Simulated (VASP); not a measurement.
# Mo (P6/mmm) in VASP: notebook

Mo is run at these levels: r2SCAN; tasks: single point.

Everything below comes from runs of VASP 6.6.1. Logs are shortened: lines on timing, memory, paths and dates and some standing lists are left out, and cuts for length are marked.

## Step 1: The cell of the first run

Symmetry: P6/mmm, No. 191, hexagonal system. Conventional cell: a = 2.813 Å, b = 2.813 Å, c = 2.417 Å, α = 90.00°, β = 90.00°, γ = 120.00°. Mo (site symmetry 6/mmm) has 8 Mo at 2.42 to 2.81 Å within 3.2 Å.

This isn't the form of Mo at room conditions, which is bcc.

## Step 2: Single point, r2SCAN

POSCAR reads:

```
Mo
1.0
    2.8126072637      0.0000000000      0.0000000000
   -1.4063036318      2.4357893412      0.0000000000
    0.0000000000      0.0000000000      2.4170195880
Mo
1
Direct
    0.0000000000      0.0000000000      0.5000000000
```

INCAR.step1 reads:

```
SYSTEM = Mo
PREC = Accurate
ENCUT = 520
ISMEAR = 0
SIGMA = 0.15
LREAL = .False.
LASPH = .True.
NELM = 60
NBANDS = 13
GGA = PE
ALGO = Normal
EDIFF = 1E-4
LWAVE = .True.
LCHARG = .False.
```

INCAR.step2 reads:

```
SYSTEM = Mo
PREC = Accurate
ENCUT = 520
EDIFF = 1E-6
ISMEAR = 0
SIGMA = 0.15
LREAL = .False.
LASPH = .True.
NELM = 60
ALGO = Normal
ISIF = 2
LWAVE = .False.
LCHARG = .True.
METAGGA = R2SCAN
LMIXTAU = .True.
LELF = .True.
LVHAR = .True.
NBANDS = 13
ISTART = 1
```

KPOINTS reads:

```
regular mesh
0
Gamma
  24 24 20
  0 0 0
```

Potentials or basis: VASP PAW PBE potentials, release 64 (Mo_sv).

Command:

```
$ cat potpaw_PBE.64/Mo_sv/POTCAR > POTCAR
$ cp INCAR.step1 INCAR
$ mpirun -np 1 vasp_std > vasp.out
$ cp INCAR.step2 INCAR
$ mpirun -np 1 vasp_std > vasp.out
```

OUTCAR:

```text
SYSTEM = Mo
   PREC = Accurate
   ENCUT = 520
   EDIFF = 1E-6
   ISMEAR = 0
   LREAL = .False.
   LASPH = .True.
   NELM = 60
   ISIF = 2
   METAGGA = R2SCAN
   ISTART = 1

 ion  position               nearest neighbor table
   1  0.000  0.000  0.500-

  LATTYP: Found a hexagonal cell.
 ALAT       =     2.8126072637
 C/A-ratio  =     0.8593519683

  Lattice vectors:

 A1 = (   2.8126072637,   0.0000000000,   0.0000000000)
 A2 = (  -1.4063036318,   2.4357893412,   0.0000000000)
 A3 = (   0.0000000000,   0.0000000000,   2.4170195880)

Analysis of symmetry for initial positions (statically):
=====================================================================
 Subroutine PRICEL returns:
 Original cell was already a primitive cell.

 Routine SETGRP: Setting up the symmetry group for a
 hexagonal supercell.

 Subroutine GETGRP returns: Found 24 space group operations
 (whereof 24 operations were pure point group operations)
 out of a pool of 24 trial point group operations.

The static configuration has the point symmetry D_6h.

Analysis of symmetry for dynamics (positions and initial velocities):
=====================================================================
 Subroutine PRICEL returns:
 Original cell was already a primitive cell.

 Routine SETGRP: Setting up the symmetry group for a
 hexagonal supercell.

 Subroutine GETGRP returns: Found 24 space group operations
 (whereof 24 operations were pure point group operations)
 out of a pool of 24 trial point group operations.

The dynamic configuration has the point symmetry D_6h.

 Subroutine INISYM returns: Found 24 space group operations
 (whereof 24 operations are pure point group operations),
 and found     1 'primitive' translations

----------------------------------------------------------------------------------------

                                     Primitive cell

  volume of cell :      16.5588

  direct lattice vectors                    reciprocal lattice vectors
     2.812607264  0.000000000  0.000000000     0.355541996  0.205272267  0.000000000
    -1.406303632  2.435789341  0.000000000     0.000000000  0.410544534  0.000000000
     0.000000000  0.000000000  2.417019588     0.000000000  0.000000000  0.413732683

  length of vectors
     2.812607264  2.812607264  2.417019588     0.410544534  0.410544534  0.413732683

  position of ions in fractional coordinates (direct lattice)
     0.000000000  0.000000000  0.500000000

  ion indices of the primitive-cell ions
   primitive index   ion index
                 1           1

----------------------------------------------------------------------------------------

 KPOINTS: regular mesh

Automatic generation of k-mesh.
 Grid dimensions read from file:
 generate k-points for:   24   24   20

 Generating k-lattice:

  Cartesian coordinates                     Fractional coordinates (reciprocal lattice)
     0.014814250  0.008553011  0.000000000     0.041666667  0.000000000  0.000000000
     0.000000000  0.017106022  0.000000000     0.000000000  0.041666667  0.000000000
     0.000000000  0.000000000  0.020686634     0.000000000  0.000000000  0.050000000

  Length of vectors
     0.017106022  0.017106022  0.020686634

  Shift w.r.t. Gamma in fractional coordinates (k-lattice)
     0.000000000  0.000000000  0.000000000

 Subroutine IBZKPT returns following result:
 ===========================================

 Found    671 irreducible k-points:

 Following reciprocal coordinates:
            Coordinates               Weight
  0.000000  0.000000  0.000000      1.000000
  0.041667  0.000000  0.000000      6.000000
  0.083333 -0.000000  0.000000      6.000000
  0.125000  0.000000  0.000000      6.000000
  0.166667 -0.000000  0.000000      6.000000
  0.208333 -0.000000  0.000000      6.000000
[... 16 lines left out ...]
  0.416667  0.041667  0.000000     12.000000
  0.458333  0.041667  0.000000     12.000000
 [... further k-points ...]
   k-points           NKPTS =    671   k-points in BZ     NKDIM =    671   number of bands    NBANDS=     13
   number of dos      NEDOS =    301   number of ions     NIONS =      1
   total plane-waves  NPLWV =  10368
   dimension x,y,z NGX =    24 NGY =   24 NGZ =   18
   dimension x,y,z NGXF=    48 NGYF=   48 NGZF=   36
   ions per type =               1
   NGX,Y,Z   is equivalent  to a cutoff of  14.19, 14.19, 12.38 a.u.
   NGXF,Y,Z  is equivalent  to a cutoff of  28.37, 28.37, 24.76 a.u.
 SYSTEM =  Mo
   PREC   = accura    normal or accurate (medium, high low for compatibility)
   ISTART =      1    job   : 0-new  1-cont  2-samecut
   ICHARG =      0    charge: 1-file 2-atom 10-const
   ISPIN  =      1    spin polarized calculation?
   LNONCOLLINEAR =      F non collinear calculations
   LSORBIT =      F    spin-orbit coupling
   LASPH  =      T    aspherical Exc in radial PAW
   ENCUT  =  520.0 eV  38.22 Ry    6.18 a.u.   5.23  5.23  4.49*2*pi/ulx,y,z
   NELM   =     60;   NELMIN=  2; NELMDL=  0     # of ELM steps
   EDIFF  = 0.1E-05   stopping-criterion for ELM
   LREAL  =      F    real-space projection
   EDIFFG = 0.1E-04   stopping-criterion for IOM
   NSW    =      0    number of steps for IOM
   IBRION =     -1    ionic relax: 0-MD 1-quasi-New 2-CG
   NFREE  =      0    steps in history (QN), initial steepest desc. (CG)
   ISIF   =      2    stress and relaxation
   ISYM   =      2    0-nonsym 1-usesym 2-fastsym
   POTIM  = 0.5000    time-step for ionic-motion
   TEBEG  =    0.0;   TEEND  =   0.0 temperature during run
   PSTRESS=    0.0 pullay stress
   NELECT =      14.0000    total number of electrons
   NUPDOWN=      -1.0000    fix difference up-down
   EMIN   =  10.00;   EMAX   =-10.00  energy-range for DOS
   EFERMI =   0.00;   METHOD = LEGACY
   ISMEAR =     0;   SIGMA  =   0.15  broadening in eV -4-tet -1-fermi 0-gaus
   EFERMI_NEDOS =   21; number of points for ismear=-14 and -15
   IALGO  =     38    algorithm
   IMIX   =      4    mixing-type and parameters
     AMIX     =   0.40;   BMIX     =  1.00
     AMIX_MAG =   1.60;   BMIX_MAG =  1.00
  volume/ion in A,a.u.               =      16.56       111.74
  Fermi-wavevector in a.u.,A,eV,Ry     =   1.548013  2.925320 32.604229  2.396343
  Thomas-Fermi vector in A             =   2.653024
   LORBIT       =      0    0 simple, 1 ext, 2 COOP (PROOUT), +10 PAW based schemes
   METAGGA = R2SCAN    functional components
   LHFCALC =     F    Hartree Fock is set to
   AEXX    =    0.0000 exact exchange contribution
   IVDW    =     0    specifies the selected vdW correction
   LEPSILON=     F    determine dielectric tensor
   LRPA    =     F    only Hartree local field effects (RPA)
 non-spin polarized calculation
 Gauss-broadening in eV      SIGMA  =   0.15
  energy-cutoff  :      520.00
  volume of cell :       16.56
 maximum number of plane-waves:       462
 NGX is ok and might be reduce to    24

 number of electron      14.0000002 magnetization

 Free energy of the ion-electron system (eV)
  ---------------------------------------------------
  ext. energy  EPLUGINS =         0.00000000
  ---------------------------------------------------
  free energy    TOTEN  =       -25.10839218 eV

  energy without entropy =      -25.09679246  energy(sigma->0) =      -25.10259232

 E-fermi :  11.4070     XC(G=0): -14.1359

 val. band max:       11.4057040996   @ k =   0.2500   0.0833   0.3000
 cond. band min:      11.4076079828   @ k =   0.0417   0.0417   0.4000
 fundamental gap:      0.0019038831
 Fermi energy:        11.4069798111

 k-point     1 :       0.0000    0.0000    0.0000
  band No.  band energies     occupation
      1     -51.5208      2.00000
      2     -24.1519      2.00000
      3     -24.1519      2.00000
      4     -23.4573      2.00000
      5       4.3835      2.00000
      6       6.6532      2.00000
      7      10.4489      2.00000
      8      10.4489      2.00000
      9      16.2788      0.00000
     10      16.2788      0.00000
     11      24.3997      0.00000
     12      30.7071      0.00000
     13      32.2512      0.00000

 k-point     2 :       0.0417    0.0000    0.0000
  band No.  band energies     occupation
      1     -51.5178      2.00000
      2     -24.1732      2.00000
      3     -24.1566      2.00000
      4     -23.4554      2.00000
      5       4.4530      2.00000
      6       6.6744      2.00000
      7      10.3794      2.00000
      8      10.5087      2.00000
      9      16.2252      0.00000
     10      16.2694      0.00000
     11      24.5540      0.00000
     12      30.8269      0.00000
     13      31.9313      0.00000

 k-point     3 :       0.0833   -0.0000    0.0000
  band No.  band energies     occupation
      1     -51.5088      2.00000
      2     -24.2355      2.00000
      3     -24.1705      2.00000
      4     -23.4498      2.00000
      5       4.6560      2.00000
      6       6.7375      2.00000
      7      10.1872      2.00000
      8      10.6867      2.00000
      9      16.0718      0.00000
     10      16.2420      0.00000
     11      24.9925      0.00000
     12      31.1425      0.00000
     13      31.1770      0.00000
[... 305 lines left out ...]
 k-point    23 :       0.4167    0.0417    0.0000
  band No.  band energies     occupation
      1     -51.3440      2.00000
      2     -25.2826      2.00000
      3     -24.4270      2.00000
      4     -23.3491      2.00000
      5       6.5365      2.00000
      6       7.5473      2.00000
      7      11.6138      0.05122
      8      13.9295      0.00000
      9      15.3036      0.00000
     10      15.7447      0.00000
     11      21.6810      0.00000
     12      25.0360      0.00000
     13      30.3895      0.00000

 k-point    24 :       0.4583    0.0417    0.0000
  band No.  band energies     occupation
      1     -51.3378      2.00000
      2     -25.3197      2.00000
      3     -24.4363      2.00000
      4     -23.3453      2.00000
      5       6.4871      2.00000
      6       7.5946      2.00000
      7      11.9390      0.00000
      8      13.8641      0.00000
      9      15.5866      0.00000
     10      15.7271      0.00000
     11      21.2915      0.00000
     12      24.7111      0.00000
     13      30.2146      0.00000

 [... further k-points ...]
[... 5 lines left out ...]
  --------------------------------------------------------------------------------------
  -------------------------------------------------------------------------------------
  Total       -0.3810752     -0.3810752      1.3826295     -0.0000000      0.0000000      0.0000000
  in kB      -36.8716267    -36.8716267    133.7788342     -0.0000000      0.0000000      0.0000000
  external PRESSURE =      20.0118602 kB  Pullay stress =       0.0000000 kB

 VOLUME and BASIS-vectors are now :
 -----------------------------------------------------------------------------
  energy-cutoff  :      520.00
  volume of cell :       16.56
      direct lattice vectors                 reciprocal lattice vectors
     2.812607264  0.000000000  0.000000000     0.355541996  0.205272267  0.000000000
    -1.406303632  2.435789341  0.000000000     0.000000000  0.410544534  0.000000000
     0.000000000  0.000000000  2.417019588     0.000000000  0.000000000  0.413732683

 POSITION                                       TOTAL-FORCE (eV/Angst)
 -----------------------------------------------------------------------------------
      0.00000      0.00000      1.20851         0.000000      0.000000      0.000000
 -----------------------------------------------------------------------------------
    total drift:                                0.000000      0.000000      0.000000

  FREE ENERGIE OF THE ION-ELECTRON SYSTEM (eV)
  ---------------------------------------------------
  free  energy   TOTEN  =       -25.1083921777 eV

  energy  without entropy=      -25.0967924637  energy(sigma->0) =      -25.10259232
```

Wall time 6.2 min (1 thread of Intel Xeon Platinum 8259CL at 2.50GHz (Skylake/Cascade Lake), shared host); peak memory 0.24 GiB.

Results:

* Free energy: -25.1084 eV
* Pressure: 2.0 GPa
* Band gap on the k mesh: zero (bands 7 and 8 overlap by 1.66 eV)

Levels at points of the mesh, in eV from the Fermi level:
| k point | band 4 | band 5 | band 6 | band 7 | band 8 | band 9 | band 10 | band 11 |
| --- | --- | --- | --- | --- | --- | --- | --- | --- |
| (0.00, 0.00, 0.00) | -34.86 | -7.02 | -4.75 | -0.96 | -0.96 | 4.87 | 4.87 | 12.99 |
| (0.50, 0.00, 0.00) | -34.75 | -4.99 | -3.81 | 0.70 | 2.44 | 4.07 | 4.35 | 9.88 |
| (0.00, 0.00, 0.50) | -35.27 | -3.15 | 0.07 | 0.07 | 0.30 | 0.30 | 0.73 | 12.61 |
| (0.50, 0.00, 0.50) | -35.51 | -5.63 | -2.77 | -1.09 | 4.66 | 6.79 | 7.21 | 7.77 |

Caveat: the stress differs along the axes, from -4 to 13 GPa; the PAW data sets were made with another functional, which shifts forces and pressure a little.

## Step 3: Single point, r2SCAN

This run uses another cell than the first one, of the same volume but with other edges.

POSCAR reads:

```
Mo
1.0
    2.6499690891      0.0000000000      0.0000000000
   -1.3249845445      2.2949405504      0.0000000000
    0.0000000000      0.0000000000      2.7228062693
Mo
1
Direct
    0.0000000000      0.0000000000      0.5000000000
```

INCAR.step1 reads:

```
SYSTEM = Mo
PREC     = Accurate       ! precision mode
ENCUT    = 520            ! plane-wave cutoff, eV
ISMEAR   = 0              ! smearing method
SIGMA    = 0.15           ! smearing width, eV
LREAL    = .FALSE.        ! projectors in reciprocal space
LASPH    = .TRUE.         ! aspherical terms in the spheres
NELM     = 80             ! most SCF steps
NBANDS   = 13             ! bands
GGA      = PE             ! functional
ALGO     = Normal         ! electronic algorithm
EDIFF    = 1E-4           ! SCF threshold, eV
LWAVE    = .TRUE.         ! write WAVECAR
LCHARG   = .FALSE.        ! write CHGCAR
```

INCAR.step2 reads:

```
SYSTEM = Mo
PREC     = Accurate       ! precision mode
ENCUT    = 520            ! plane-wave cutoff, eV
EDIFF    = 1E-6           ! SCF threshold, eV
ISMEAR   = 0              ! smearing method
SIGMA    = 0.15           ! smearing width, eV
LREAL    = .FALSE.        ! projectors in reciprocal space
LASPH    = .TRUE.         ! aspherical terms in the spheres
NELM     = 80             ! most SCF steps
ALGO     = Normal         ! electronic algorithm
ISIF     = 2              ! what is computed and relaxed
LWAVE    = .FALSE.        ! write WAVECAR
LCHARG   = .FALSE.        ! write CHGCAR
METAGGA  = R2SCAN         ! meta-GGA
LMIXTAU  = .TRUE.       
NBANDS   = 13             ! bands
ISTART   = 1
```

KPOINTS reads:

```
regular mesh
0
G
  24 24 20
  0 0 0
```

Potentials or basis: VASP PAW PBE potentials, release 64 (Mo_sv).

Command:

```
$ cat potpaw_PBE.64/Mo_sv/POTCAR > POTCAR
$ cp INCAR.step1 INCAR
$ mpirun -np 1 vasp_std > vasp.out
$ cp INCAR.step2 INCAR
$ mpirun -np 1 vasp_std > vasp.out
```

It took 8.2 min on 1 thread of Intel Xeon Platinum 8259CL at 2.50GHz (Skylake/Cascade Lake), shared host; peak memory 0.24 GiB.

Results (log left out):

* Free energy: -25.0104 eV
* Pressure: 5.7 GPa
* Band gap on the k mesh: zero (bands 7 and 8 overlap by 2.10 eV)

Stress tensor (GPa, compression positive):
```
 17.05   0.00   0.00
  0.00  17.05   0.00
  0.00   0.00 -16.89
```

Levels at points of the mesh, in eV from the Fermi level:
```
           k point  band 5  band 6  band 7  band 8  band 9  band 10
(0.00, 0.00, 0.00)   -7.35   -4.80   -1.04   -1.04    4.02     4.02
(0.50, 0.00, 0.00)   -5.60   -2.90   -0.25    1.32    3.12     5.15
(0.00, 0.00, 0.50)   -4.76   -1.04   -0.53   -0.53    1.83     1.83
(0.50, 0.00, 0.50)   -5.57   -4.54    0.35    5.33    5.33     6.10
```

Caveat: the stress differs along the axes, from -17 to 17 GPa; the PAW data sets were made with another functional, which shifts forces and pressure a little.

[end of part 1 of 2]
